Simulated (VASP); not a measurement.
Set up this calculation in VASP 6.6.1, as the native input.

| Property | Result |
| --- | --- |
| Task | single point |
| Functional | PBEsol |
| Potentials or basis | VASP PAW PBE potentials, release 64 (Co, O) |
| Cutoff | 520 eV |
| k mesh | 24 × 24 × 24 |
| Occupations | gaussian, width 0.15 eV |
| Spin | collinear spin, ferromagnetic start |
| Starting moments | [2.57, 0.32] μB |
| Dipole correction | no |
| Further INCAR settings | ALGO = Normal; EDIFF = 1e-06; NBANDS = 18 |

The structure of CoO lies in POSCAR:

```
CoO
1.0
    0.0000000000      2.0209524655      2.0209524655
    2.0209524655      0.0000000000      2.0209524655
    2.0209524655      2.0209524655      0.0000000000
Co O
1 1
Direct
    0.0000000000      0.0000000000      0.0000000000
    0.5000000000      0.5000000000      0.5000000000
```

This cell differs from its parent crystal: strain -0.030 along x and y, -0.030 along z.

These files were run (other wordings do the same):

INCAR

```
PREC     = Accurate       # precision mode
ENCUT    = 520            # plane-wave cutoff, eV
EDIFF    = 1E-6           # SCF threshold, eV
ISMEAR   = 0              # smearing method
SIGMA    = 0.15           # smearing width, eV
LREAL    = False          # projectors in reciprocal space
LASPH    = True           # aspherical terms in the spheres
NELM     = 150            # most SCF steps
ALGO     = Normal         # electronic algorithm
ISIF     = 2              # what is computed and relaxed
LWAVE    = False          # write WAVECAR
LCHARG   = False          # write CHGCAR
ISPIN    = 2              # spin polarisation
MAGMOM   = 2.57 0.32      # initial moments
LORBIT   = 11             # projections on sites
LMAXMIX  = 4              # l up to which the mixer works
GGA      = PS             # functional
NBANDS   = 18             # bands
```

KPOINTS

```
regular mesh
0
Gamma
  24 24 24
```

Potentials or basis: VASP PAW PBE potentials, release 64 (Co, O).

The run is started by

```console
$ cat potpaw_PBE.64/Co/POTCAR potpaw_PBE.64/O/POTCAR > POTCAR
$ mpirun -np 1 vasp_std > vasp.out
```

It gave:

- Pressure: 17.1 GPa
- Net moment: 2.18 μB per cell
- Site moments: Co +1.98; O +0.17 μB
- Valence electrons inside the program's atomic spheres: Co 8.15; O 5.01

Caveat: the cell differs from its parent crystal (strain -0.030 along x and y, -0.030 along z); the PAW data sets were made with another functional, which shifts forces and pressure a little; a cell with one magnetic atom can't hold antiferromagnetic order, which such compounds often take.

Wall time 2 min on 1 thread of Intel(R) Xeon(R) Platinum 8488C (Sapphire Rapids) (shared host), peak memory 0.31 GiB.
